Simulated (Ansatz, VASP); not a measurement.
WO in VASP and in Ansatz

INCAR

```
  PREC = Accurate
  ENCUT = 520
  EDIFF = 1E-6
  ISMEAR = 0
  SIGMA = 0.02
  LREAL = False
  LASPH = True
  NELM = 150
  ALGO = Normal
  ISIF = 2
  LWAVE = False
  LCHARG = True
  ISPIN = 2
  MAGMOM = 1 0
  LORBIT = 11
  LMAXMIX = 4
  LDAU = True
  LDAUTYPE = 2
  LDAUL = 2 -1
  LDAUU = 6.2 0
  LDAUJ = 0 0
  LDAUPRINT = 1
  GGA = PE
  LELF = True
  LVHAR = True
  NBANDS = 21
```

The input KPOINTS:

```
Automatic mesh
0
Gamma
  10 10 10
```

Contents of POSCAR:

```
WO
1.0
    0.0000000000      2.5497450643      2.5497450643
    2.5497450643      0.0000000000      2.5497450643
    2.5497450643      2.5497450643      0.0000000000
W O
1 1
Direct
    0.0000000000      0.0000000000      0.0000000000
    0.2500000000      0.2500000000      0.2500000000
```

Input for Ansatz:

```yaml
crystal:
  lattice:
    - [0.0, 2.5497450643, 2.5497450643]
    - [2.5497450643, 0.0, 2.5497450643]
    - [2.5497450643, 2.5497450643, 0.0]
  atoms:
    - { symbol: W, position: [0.0, 0.0, 0.0], spin: 1.0 }
    - { symbol: O, position: [0.25, 0.25, 0.25] }
basis:
  ecutwfc: 420
kpoints:
  mp_grid: { grid: [10, 10, 10] }
hamiltonian:
  xc: pbe
  hubbard: { sites: [{ species: W, l: d, u_eff: 6.2 }] }
scf:
  occupations: { method: gaussian, width: 0.02 }
output:
  forces: true
  stress: true
  eigenvalues: true
  populations: true
magnetization:
  spin_polarized: true
```

Alike in both runs: task single point; functional PBE; k mesh 10 × 10 × 10; occupations gaussian, width 0.02 eV; collinear spin; Hubbard terms W d U = 6.2 eV.

|  | VASP | Ansatz |
| --- | --- | --- |
| version | VASP 6.6.1 | Ansatz 0.2.0 |
| potentials or method | VASP PAW PBE potentials, release 64 (W_sv, O), cutoff 520 eV | scalar-relativistic, plane waves, PAW |
| valence electrons in the cell | 20 | 20 |

```csv
,VASP,Ansatz,Ansatz less VASP
pressure (GPa),-19.0,-13.4,+5.59
net moment per atom (μB),1.00,1.04,+0.039
size of the moment on the site where the two differ most (μB),1.76,1.25,-0.515
```

Site moments also hang on the region over which each program counts them. The programs project onto different local orbitals, so the same U acts differently, and such runs can settle in different states. Ansatz's warnings: filled band counts differ across k points.

Neither program's run includes spin-orbit coupling.
